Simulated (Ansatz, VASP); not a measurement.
# Two plane-wave programs on La2O3

Contents of INCAR:

```
SYSTEM = La2O3
PREC = Accurate
ENCUT = 600
EDIFF = 1E-6
ISMEAR = 0
SIGMA = 0.01
LREAL = .False.
LASPH = .True.
NELM = 200
ALGO = Normal
ISIF = 2
LWAVE = .False.
LCHARG = .False.
GGA = RP
NBANDS = 28
GGA_COMPAT = .False.
LMAXMIX = 6
```

Contents of KPOINTS:

```
Automatic mesh
0
Gamma
  4 4 3
  0 0 0
```

The input POSCAR:

```
La2O3
1.0
    3.9307780000      0.0000000000      0.0000000000
   -1.9653890000      3.4041530000      0.0000000000
    0.0000000000      0.0000000000      6.1119540000
La O
2 3
Direct
    0.6666666667      0.3333333333      0.7537640000
    0.3333333333      0.6666666667      0.2462360000
    0.6666666667      0.3333333333      0.3541090000
    0.3333333333      0.6666666667      0.6458910000
    0.0000000000      0.0000000000      0.0000000000
```

Input for Ansatz:

```yaml
crystal:
  lattice:
    - [3.930778, 0.0, 0.0]
    - [-1.965389, 3.404153, 0.0]
    - [0.0, 0.0, 6.111954]
  atoms:
    - { symbol: La, position: [0.6666666666666666, 0.3333333333333333, 0.753764] }
    - { symbol: La, position: [0.33333333333333326, 0.6666666666666666, 0.24623600000000004] }
    - { symbol: O, position: [0.6666666666666666, 0.3333333333333333, 0.354109] }
    - { symbol: O, position: [0.33333333333333326, 0.6666666666666666, 0.645891] }
    - { symbol: O, position: [0.0, 0.0, 0.0] }
kpoints:
  mp_grid:
    grid: [4, 4, 3]
hamiltonian:
  xc: rpbe
  pseudopotentials:
    kind: paw
scf:
  mixing:
    algorithm: broyden
    beta: 0.1
    ndim: 2
  occupations:
    method: fixed
output:
  eigenvalues: true
```

Alike in both runs: task single point; functional RPBE; k mesh 4 × 4 × 3; no spin polarisation.

|  | VASP | Ansatz |
| --- | --- | --- |
| version | VASP 6.6.1 | Ansatz 0.2.0 |
| potentials or method | VASP PAW PBE potentials, release 64 (La, O) | plane waves, PAW |
| plane-wave cutoff (eV) | 600 | 420 |
| occupations | gaussian, width 0.01 eV | fixed |
| valence electrons in the cell | 40 | 40 |

|  | VASP | Ansatz | Ansatz less VASP |
| --- | --- | --- | --- |
| gap on the k mesh at the Fermi level (eV) | 4.01 | 4.00 | -0.014 |

VASP's potentials were made for PBE, not for RPBE.

The k mesh is coarse, so the values compare programs but aren't converged. Neither program's run includes spin-orbit coupling.
